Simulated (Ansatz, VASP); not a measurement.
Two plane-wave programs on RbP2O5

```xyz
8
Lattice="5.4333 0.0000 0.0000 -2.7167 4.7054 0.0000 0.0000 0.0000 5.6890" Properties=species:S:1:pos:R:3 pbc="T T T"
Rb    0.0000    0.0000    5.4580
P     0.0000    3.1369    2.5109
P     2.7167    1.5685    2.5109
O     0.0000    3.1369    1.0211
O    -1.3583    2.3527    3.1662
O     1.3583    2.3527    3.1662
O     2.7167    0.0000    3.1662
O     2.7167    1.5685    1.0211
```

Alike in both runs: task single point; functional PBE; k mesh 6 × 6 × 4; occupations gaussian, width 0.1 eV; collinear spin.

```csv
,VASP,Ansatz
version,VASP 6.6.1,Ansatz 0.2.0
potentials or method,"VASP PAW PBE potentials, release 64 (Rb_sv, P, O), cutoff 520 eV","scalar-relativistic, plane waves, PAW"
valence electrons in the cell,49,49
```

```csv
,VASP,Ansatz,Ansatz less VASP
gap on the k mesh at the Fermi level (eV),none,none,-
pressure (GPa),-0.3,0.0,+0.33
"traceless stress, the component that is largest in VASP (GPa)",0.11,0.12,+0.018
rms of the force components (eV/Å),0.022,0.007,-0.0144
net moment per atom (μB),0.00,0.00,0.000
```

Atom by atom the forces differ by 0.018 eV/Å (rms over components). A gap of «none» marks a metal or a gap that the smearing closes. With one functional, cell and mesh, what is left measures potentials, basis and numerics. Ansatz's warnings: seeded moment not kept.
